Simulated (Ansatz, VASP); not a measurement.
Zn in VASP and in Ansatz

```xyz
4
Lattice="2.6359 0.0000 0.0000 -1.3180 2.2828 0.0000 0.0000 0.0000 10.2067" Properties=species:S:1:pos:R:3 pbc="T T T"
Zn    0.0000    0.0000    0.0000
Zn    0.0000    1.5218    2.5517
Zn    0.0000    0.0000    5.1034
Zn    1.3180    0.7609    7.6551
```

Alike in both runs: functional PBE; k mesh 18 × 18 × 6; occupations gaussian, width 0.1 eV; no spin polarisation.

Ansatz relaxed the structure, and its values are those at the end. VASP's run is a single point on that final structure, the one shown.

|  | VASP | Ansatz |
| --- | --- | --- |
| version | VASP 6.6.1 | Ansatz 0.2.0 |
| potentials or method | VASP PAW PBE potentials, release 64 (Zn), cutoff 520 eV | scalar-relativistic, plane waves, PAW |
| valence electrons in the cell | 48 | 48 |

Ansatz gave:

| Property | Result |
| --- | --- |
| gap on the k mesh at the Fermi level (eV) | none |
| pressure (GPa) | 0.0 |

Question: What did VASP give for the same quantities?

Answer: gap on the k mesh at the Fermi level (eV): none; pressure (GPa): 0.3.

A gap of «none» marks a metal or a gap that the smearing closes.
